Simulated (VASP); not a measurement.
Write the native input for VASP 6.6.1 that does the following.

- Task: single point
- Functional: r2SCAN
- Potentials or basis: VASP PAW PBE potentials, release 64 (O, Mg, S)
- Cutoff: 520 eV
- k mesh: 8 × 8 × 6
- Occupations: gaussian, width 0.01 eV
- Spin: no spin polarisation
- Dipole correction: no
- Further INCAR settings: ALGO = Normal; EDIFF = 1e-07; NBANDS = 16

Crystal: Mg2SO.

```xyz
4
Lattice="3.6749 0.0000 0.0000 0.0000 3.6749 0.0000 0.0000 0.0000 4.8840" Properties=species:S:1:pos:R:3 pbc="T T T"
O     0.0000    0.0000    0.0000
Mg    0.0000    1.8374    3.9624
Mg    1.8374    0.0000    0.9215
S     1.8374    1.8374    2.4420
```

The input as run:

POSCAR

```
Mg2SO
1.0
    3.6748650568      0.0000000000      0.0000000000
    0.0000000000      3.6748650568      0.0000000000
    0.0000000000      0.0000000000      4.8839690323
O Mg S
1 2 1
Direct
    0.0000000000      0.0000000000      0.0000000000
    0.0000000000      0.5000000000      0.8113169975
    0.5000000000      0.0000000000      0.1886830025
    0.5000000000      0.5000000000      0.5000000000
```

INCAR.step1

```
PREC = Accurate
ENCUT = 520
ISMEAR = 0
SIGMA = 0.01
LREAL = False
LASPH = True
NELM = 80
NBANDS = 16
GGA = PE
ALGO = Normal
EDIFF = 1E-4
LWAVE = True
LCHARG = False
```

INCAR.step2

```
PREC = Accurate
ENCUT = 520
EDIFF = 1E-7
ISMEAR = 0
SIGMA = 0.01
LREAL = False
LASPH = True
NELM = 80
ALGO = Normal
ISIF = 2
LWAVE = False
LCHARG = False
METAGGA = R2SCAN
LMIXTAU = True
NBANDS = 16
ISTART = 1
```

KPOINTS

```
Automatic mesh
0
Gamma
  8 8 6
```

Potentials or basis: VASP PAW PBE potentials, release 64 (O, Mg, S).

Command:

```bash
$ cat potpaw_PBE.64/O/POTCAR potpaw_PBE.64/Mg/POTCAR potpaw_PBE.64/S/POTCAR > POTCAR
$ cp INCAR.step1 INCAR
$ mpirun -np 1 vasp_std > vasp.out
$ cp INCAR.step2 INCAR
$ mpirun -np 1 vasp_std > vasp.out
```

It gave:

```json
{
  "Pressure": "-0.4 GPa",
  "Largest force": "0.005 eV/Å",
  "Band gap on the k mesh": "2.17 eV, indirect (least direct gap 2.32 eV)"
}
```

Caveat: the PAW data sets were made with another functional, which shifts forces and pressure a little.

Wall time 88 s on 1 thread of Intel(R) Xeon(R) 6975P-C (Granite Rapids) (shared host), peak memory 0.21 GiB.
